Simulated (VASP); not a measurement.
Wanted: the native input for a VASP 6.6.1 run.

```yaml
Task: single point
Functional: PBE0
Potentials_or_basis: VASP PAW PBE potentials, release 64 (Al)
Cutoff: 520 eV
k_mesh: 5 × 5 × 5
Occupations: fermi-dirac, width 0.1 eV
Spin: no spin polarisation
Dipole_correction: no
Grid_for_exact_exchange_PRECFOCK: Normal
Further_INCAR_settings: ALGO = Normal; EDIFF = 1e-06; NBANDS = 8
Share_of_exact_exchange: 0.25
```

The system is Al.

```
CELL_PARAMETERS angstrom
2.72176 0.00000 0.00000
0.00000 2.72176 0.00000
0.00000 0.00000 2.72176
ATOMIC_POSITIONS crystal
Al 0.00000 0.00000 0.00000
```

This isn't the form of Al at room conditions, which is fcc.

One way to write it, as run:

POSCAR

```
Al
1.0
    2.7217600000      0.0000000000      0.0000000000
    0.0000000000      2.7217600000      0.0000000000
    0.0000000000      0.0000000000      2.7217600000
Al
1
Direct
    0.0000000000      0.0000000000      0.0000000000
```

INCAR.step1

```
SYSTEM = Al
  ALGO = Normal
  EDIFF = 1E-5
  ENCUT = 520
  GGA = PE
  ISIF = 2
  ISMEAR = -1
  LASPH = .True.
  LREAL = .False.
  LWAVE = .True.
  NBANDS = 8
  NELM = 80
  PREC = Accurate
  SIGMA = 0.1
```

INCAR.step2

```
SYSTEM = Al
  AEXX = 0.25
  ALGO = Normal
  EDIFF = 1E-6
  ENCUT = 520
  GGA = PE
  ISIF = 2
  ISMEAR = -1
  ISTART = 1
  LASPH = .True.
  LCHARG = .True.
  LELF = .True.
  LHFCALC = .True.
  LREAL = .False.
  LVHAR = .True.
  LWAVE = .False.
  NBANDS = 8
  NELM = 80
  PREC = Accurate
  PRECFOCK = Normal
  SIGMA = 0.1
```

KPOINTS

```
k-points
0
Gamma
  5 5 5
  0 0 0
```

Potentials or basis: VASP PAW PBE potentials, release 64 (Al).

Run with:

```bash
$ cat potpaw_PBE.64/Al/POTCAR > POTCAR
$ cp INCAR.step1 INCAR
$ mpirun -np 1 vasp_std > vasp.out
$ cp INCAR.step2 INCAR
$ mpirun -np 1 vasp_std > vasp.out
```

It gave:

```yaml
Pressure: -1.2 GPa
Band_gap_on_the_k_mesh: zero (an odd number of electrons rules out a gap without spin polarisation)
```

Caveat: the k points lie up to 0.46 Å⁻¹ apart, too coarse for converged energies and pressures of a metal; the PAW data sets were made with another functional, which shifts forces and pressure a little.

Wall time 36 s on 1 thread of Intel Xeon 8259CL, on a shared host, peak memory 0.12 GiB.
